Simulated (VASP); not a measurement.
# BeS (I-4m2) in VASP: single point with PBE

Aim: the single point of BeS with PBE.

All numbers are computed with VASP 6.6.1; they aren't measurements. Logs are shortened: lines on timing, memory, paths and dates and some standing lists are left out, and cuts for length are marked.

## (1) The cell of the first run

It takes space group I-4m2 (No. 119, tetragonal). Conventional cell: a = 3.613 Å, b = 3.613 Å, c = 4.673 Å, α = 90.00°, β = 90.00°, γ = 90.00°. Be (site symmetry -4m2) has 4 S at 2.15 Å within 2.8 Å. S (site symmetry -4m2) has 4 Be at 2.15 Å within 2.8 Å.

## (2) Single point, PBE (strained)

Contents of INCAR:

```
PREC     = Accurate       # precision mode
ENCUT    = 600            # plane-wave cutoff, eV
EDIFF    = 1E-6           # SCF threshold, eV
ISMEAR   = 0              # smearing method
SIGMA    = 0.02           # smearing width, eV
LREAL    = False          # projectors in reciprocal space
LASPH    = True           # aspherical terms in the spheres
NELM     = 120            # most SCF steps
ALGO     = Normal         # electronic algorithm
ISIF     = 2              # what is computed and relaxed
LWAVE    = False          # write WAVECAR
LCHARG   = True           # write CHGCAR
GGA      = PE             # functional
LELF     = True           # ELF
LVHAR    = True         
NBANDS   = 11             # bands
GGA_COMPAT= False
```

Contents of KPOINTS:

```
Automatic mesh
0
Gamma
  8 8 8
```

Contents of POSCAR:

```
BeS
1.0
    0.0000000000      2.5546890000      2.5546890000
    2.3364390000      0.0000000000      2.5546890000
    2.3364390000      2.5546890000      0.0000000000
Be S
1 1
Direct
    0.0000000000      0.0000000000      0.0000000000
    0.7500000000      0.7500000000      0.7500000000
```

Potentials or basis: VASP PAW PBE potentials, release 64 (Be, S).

On the command line:

```sh
> cat potpaw_PBE.64/Be/POTCAR potpaw_PBE.64/S/POTCAR > POTCAR
> mpirun -np 1 vasp_std > vasp.out
```

OUTCAR:

```text
PREC = Accurate
   ENCUT = 600
   EDIFF = 1E-6
   ISMEAR = 0
   LREAL = False
   LASPH = True
   NELM = 120
   ISIF = 2
   GGA = PE

 ion  position               nearest neighbor table
   1  0.000  0.000  0.000-   2 2.15   2 2.15   2 2.15   2 2.15
   2  0.750  0.750  0.750-   1 2.15   1 2.15   1 2.15   1 2.15

  LATTYP: Found a body centered tetragonal cell.
 ALAT       =     3.6128758314
 C/A-ratio  =     1.2933956820

  Lattice vectors:

 A1 = (  -2.3364390000,   0.0000000000,  -2.5546890000)
 A2 = (  -2.3364390000,   0.0000000000,   2.5546890000)
 A3 = (   2.3364390000,   2.5546890000,   0.0000000000)

Analysis of symmetry for initial positions (statically):
=====================================================================
 Subroutine PRICEL returns:
 Original cell was already a primitive cell.

 Routine SETGRP: Setting up the symmetry group for a
 body centered tetragonal supercell.

 Subroutine GETGRP returns: Found  8 space group operations
 (whereof  8 operations were pure point group operations)
 out of a pool of 16 trial point group operations.

The static configuration has the point symmetry D_2d.

Analysis of symmetry for dynamics (positions and initial velocities):
=====================================================================
 Subroutine PRICEL returns:
 Original cell was already a primitive cell.

 Routine SETGRP: Setting up the symmetry group for a
 body centered tetragonal supercell.

 Subroutine GETGRP returns: Found  8 space group operations
 (whereof  8 operations were pure point group operations)
 out of a pool of 16 trial point group operations.

The dynamic configuration has the point symmetry D_2d.

 Subroutine INISYM returns: Found  8 space group operations
 (whereof  8 operations are pure point group operations),
 and found     1 'primitive' translations

----------------------------------------------------------------------------------------

                                     Primitive cell

  volume of cell :      30.4972

  direct lattice vectors                    reciprocal lattice vectors
     0.000000000  2.554689000  2.554689000    -0.214000879  0.195718540  0.195718540
     2.336439000  0.000000000  2.554689000     0.214000879 -0.195718540  0.195718540
     2.336439000  2.554689000  0.000000000     0.214000879  0.195718540 -0.195718540

  length of vectors
     3.612875831  3.461991203  3.461991203     0.349868361  0.349868361  0.349868361

  position of ions in fractional coordinates (direct lattice)
     0.000000000  0.000000000  0.000000000
     0.750000000  0.750000000  0.750000000

  ion indices of the primitive-cell ions
   primitive index   ion index
                 1           1
                 2           2

----------------------------------------------------------------------------------------

 KPOINTS: Automatic mesh

Automatic generation of k-mesh.
 Grid dimensions read from file:
 generate k-points for:    8    8    8

 Generating k-lattice:

  Cartesian coordinates                     Fractional coordinates (reciprocal lattice)
    -0.026750110  0.024464817  0.024464817     0.125000000  0.000000000  0.000000000
     0.026750110 -0.024464817  0.024464817     0.000000000  0.125000000  0.000000000
     0.026750110  0.024464817 -0.024464817     0.000000000  0.000000000  0.125000000

  Length of vectors
     0.043733545  0.043733545  0.043733545

  Shift w.r.t. Gamma in fractional coordinates (k-lattice)
     0.000000000  0.000000000  0.000000000

 Subroutine IBZKPT returns following result:
 ===========================================

 Found     59 irreducible k-points:

 Following reciprocal coordinates:
            Coordinates               Weight
  0.000000  0.000000  0.000000      1.000000
  0.125000  0.000000  0.000000      8.000000
  0.250000  0.000000  0.000000      8.000000
  0.375000  0.000000  0.000000      8.000000
  0.500000  0.000000  0.000000      4.000000
  0.125000  0.125000  0.000000      4.000000
[... 16 lines left out ...]
  0.250000  0.125000  0.125000      4.000000
  0.375000  0.125000  0.125000      8.000000
 [... further k-points ...]
   k-points           NKPTS =     59   k-points in BZ     NKDIM =     59   number of bands    NBANDS=     11
   number of dos      NEDOS =    301   number of ions     NIONS =      2
   total plane-waves  NPLWV =  23520
   dimension x,y,z NGX =    30 NGY =   28 NGZ =   28
   dimension x,y,z NGXF=    60 NGYF=   56 NGZF=   56
   ions per type =               1   1
   NGX,Y,Z   is equivalent  to a cutoff of  13.80, 13.45, 13.45 a.u.
   NGXF,Y,Z  is equivalent  to a cutoff of  27.61, 26.89, 26.89 a.u.
 SYSTEM =  unknown system
   PREC   = accura    normal or accurate (medium, high low for compatibility)
   ISTART =      0    job   : 0-new  1-cont  2-samecut
   ICHARG =      2    charge: 1-file 2-atom 10-const
   ISPIN  =      1    spin polarized calculation?
   LNONCOLLINEAR =      F non collinear calculations
   LSORBIT =      F    spin-orbit coupling
   LASPH  =      T    aspherical Exc in radial PAW
   ENCUT  =  600.0 eV  44.10 Ry    6.64 a.u.   7.22  6.91  6.91*2*pi/ulx,y,z
   NELM   =    120;   NELMIN=  2; NELMDL= -5     # of ELM steps
   EDIFF  = 0.1E-05   stopping-criterion for ELM
   LREAL  =      F    real-space projection
   EDIFFG = 0.1E-04   stopping-criterion for IOM
   NSW    =      0    number of steps for IOM
   IBRION =     -1    ionic relax: 0-MD 1-quasi-New 2-CG
   NFREE  =      0    steps in history (QN), initial steepest desc. (CG)
   ISIF   =      2    stress and relaxation
   ISYM   =      2    0-nonsym 1-usesym 2-fastsym
   POTIM  = 0.5000    time-step for ionic-motion
   TEBEG  =    0.0;   TEEND  =   0.0 temperature during run
   PSTRESS=    0.0 pullay stress
   NELECT =       8.0000    total number of electrons
   NUPDOWN=      -1.0000    fix difference up-down
   EMIN   =  10.00;   EMAX   =-10.00  energy-range for DOS
   EFERMI =   0.00;   METHOD = LEGACY
   ISMEAR =     0;   SIGMA  =   0.02  broadening in eV -4-tet -1-fermi 0-gaus
   EFERMI_NEDOS =   21; number of points for ismear=-14 and -15
   IALGO  =     38    algorithm
   IMIX   =      4    mixing-type and parameters
     AMIX     =   0.40;   BMIX     =  1.00
     AMIX_MAG =   1.60;   BMIX_MAG =  1.00
  volume/ion in A,a.u.               =      15.25       102.90
  Fermi-wavevector in a.u.,A,eV,Ry     =   1.047976  1.980387 14.942648  1.098254
  Thomas-Fermi vector in A             =   2.182878
   LORBIT       =      0    0 simple, 1 ext, 2 COOP (PROOUT), +10 PAW based schemes
   GGA     = PE    functional components
   LHFCALC =     F    Hartree Fock is set to
   AEXX    =    0.0000 exact exchange contribution
   IVDW    =     0    specifies the selected vdW correction
   LEPSILON=     F    determine dielectric tensor
   LRPA    =     F    only Hartree local field effects (RPA)
 non-spin polarized calculation
 Gauss-broadening in eV      SIGMA  =   0.02
  energy-cutoff  :      600.00
  volume of cell :       30.50
 maximum number of plane-waves:      1038
 NGX is ok and might be reduce to    30
   NGX = 15   NGY = 13   NGZ = 13

 number of electron       8.0000000 magnetization

 Free energy of the ion-electron system (eV)
  ---------------------------------------------------
  ext. energy  EPLUGINS =         0.00000000
  ---------------------------------------------------
  free energy    TOTEN  =        -9.95017112 eV

  energy without entropy =       -9.95017112  energy(sigma->0) =       -9.95017112

 E-fermi :   3.9111     XC(G=0):  -9.4635

 val. band max:        3.7675792497   @ k =   0.0000   0.0000   0.0000
 cond. band min:       6.3940038641   @ k =   0.0000   0.5000   0.5000
 fundamental gap:      2.6264246144
 Fermi energy:         3.9110877830

 k-point     1 :       0.0000    0.0000    0.0000
  band No.  band energies     occupation
      1      -9.7418      2.00000
      2       3.3888      2.00000
      3       3.3888      2.00000
      4       3.7676      2.00000
      5       8.8057      0.00000
      6       9.1691      0.00000
      7       9.2979      0.00000
      8       9.2979      0.00000
      9      15.2875      0.00000
     10      16.8329      0.00000
     11      17.9111      0.00000

 k-point     2 :       0.1250    0.0000    0.0000
  band No.  band energies     occupation
      1      -9.5792      2.00000
      2       2.3792      2.00000
      3       3.1684      2.00000
      4       3.5194      2.00000
      5       8.8801      0.00000
      6       9.5417      0.00000
      7       9.5950      0.00000
      8      10.2921      0.00000
      9      14.8537      0.00000
     10      15.9961      0.00000
     11      17.8977      0.00000

 k-point     3 :       0.2500    0.0000    0.0000
  band No.  band energies     occupation
      1      -9.1351      2.00000
      2       0.4345      2.00000
      3       2.7241      2.00000
      4       3.2286      2.00000
      5       8.7223      0.00000
      6       9.9315      0.00000
      7      10.2447      0.00000
      8      12.3157      0.00000
      9      15.0723      0.00000
     10      15.4574      0.00000
     11      17.6604      0.00000
[... 267 lines left out ...]
 k-point    23 :       0.2500    0.1250    0.1250
  band No.  band energies     occupation
      1      -9.3463      2.00000
      2       1.5361      2.00000
      3       2.7021      2.00000
      4       3.0725      2.00000
      5       9.3190      0.00000
      6       9.7808      0.00000
      7      10.0202      0.00000
      8      11.2734      0.00000
      9      13.9601      0.00000
     10      15.5282      0.00000
     11      18.4173      0.00000

 k-point    24 :       0.3750    0.1250    0.1250
  band No.  band energies     occupation
      1      -8.8666      2.00000
      2      -0.0047      2.00000
      3       2.1812      2.00000
      4       2.6236      2.00000
      5       9.1660      0.00000
      6      10.2144      0.00000
      7      10.6675      0.00000
      8      12.5205      0.00000
      9      14.2562      0.00000
     10      16.5919      0.00000
     11      17.9985      0.00000

 [... further k-points ...]

------------------------ aborting loop because EDIFF is reached ----------------------------------------

  FORCE on cell =-STRESS in cart. coord.  units (eV):
  Direction    XX          YY          ZZ          XY          YZ          ZX
  --------------------------------------------------------------------------------------
  -------------------------------------------------------------------------------------
  Total        0.0789924     -1.2834437     -1.2834437      0.0000000      0.0000000      0.0000000
  in kB        4.1498786    -67.4259216    -67.4259216      0.0000000      0.0000000      0.0000000
  external PRESSURE =     -43.5673216 kB  Pullay stress =       0.0000000 kB

 VOLUME and BASIS-vectors are now :
 -----------------------------------------------------------------------------
  energy-cutoff  :      600.00
  volume of cell :       30.50
      direct lattice vectors                 reciprocal lattice vectors
     0.000000000  2.554689000  2.554689000    -0.214000879  0.195718540  0.195718540
     2.336439000  0.000000000  2.554689000     0.214000879 -0.195718540  0.195718540
     2.336439000  2.554689000  0.000000000     0.214000879  0.195718540 -0.195718540

 POSITION                                       TOTAL-FORCE (eV/Angst)
 -----------------------------------------------------------------------------------
      0.00000      0.00000      0.00000         0.000000     -0.000000     -0.000000
      3.50466      3.83203      3.83203        -0.000000      0.000000      0.000000
 -----------------------------------------------------------------------------------
    total drift:                                0.000000     -0.000000     -0.000000

  FREE ENERGIE OF THE ION-ELECTRON SYSTEM (eV)
  ---------------------------------------------------
  free  energy   TOTEN  =        -9.9501711238 eV

  energy  without entropy=       -9.9501711238  energy(sigma->0) =       -9.95017112
```

Wall time 44 s (1 thread of Intel Xeon 8259CL, shared host); peak memory 0.16 GiB.

Results:

| Quantity | Value |
| --- | --- |
| Free energy | -9.9502 eV |
| Pressure | -4.4 GPa |
| Band gap on the k mesh | 2.63 eV (least direct gap 5.04 eV) |

Stress tensor (GPa, compression positive):
```
 0.41  0.00  0.00
 0.00 -6.74  0.00
 0.00  0.00 -6.74
```

Levels at points of the mesh, in eV from the valence-band top:
```
           k point  band 2  band 3  band 4  band 5  band 6  band 7
(0.00, 0.00, 0.00)   -0.38   -0.38    0.00    5.04    5.40    5.53
(0.50, 0.00, 0.00)   -5.61   -1.54   -0.85    4.70    5.96    6.98
(0.50, 0.50, 0.00)   -5.13   -2.48   -2.36    3.23    5.02   11.55
(0.00, 0.50, 0.50)   -4.53   -3.08   -3.08    2.63    4.15   11.98
```

Caveat: the cell differs from its parent crystal (strained); the stress differs along the axes, from -7 to 0 GPa. A k mesh can miss the band edges.
